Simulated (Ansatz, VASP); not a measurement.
K3SBr in VASP and in Ansatz

```xyz
5
Lattice="5.8950 0.0000 0.0000 0.0000 5.8950 0.0000 0.0000 0.0000 5.8950" Properties=species:S:1:pos:R:3 pbc="T T T"
Br    0.0000    0.0000    0.0000
S     2.9475    2.9475    2.9475
K     2.9475    2.9475    0.0000
K     2.9475    0.0000    2.9475
K     0.0000    2.9475    2.9475
```

Alike in both runs: task single point; functional r2SCAN; k mesh 4 × 4 × 4; no spin polarisation.

|  | VASP | Ansatz |
| --- | --- | --- |
| version | VASP 6.6.1 | Ansatz 0.2.0 |
| potentials or method | VASP PAW PBE potentials, release 64 (Br, S, K_sv) | plane waves, PAW |
| plane-wave cutoff (eV) | 520 | 500 |
| occupations | gaussian, width 0.01 eV | fixed |
| valence electrons in the cell | 40 | 40 |

Ansatz gave:

| Item | Value |
| --- | --- |
| gap on the k mesh at the Fermi level (eV) | 2.15 |
| pressure (GPa) | 0.4 |

**Question.** Which values does VASP return?

**Answer.** gap on the k mesh at the Fermi level (eV): 2.15; pressure (GPa): 0.5.

VASP's potentials were made for PBE, not for r2SCAN.
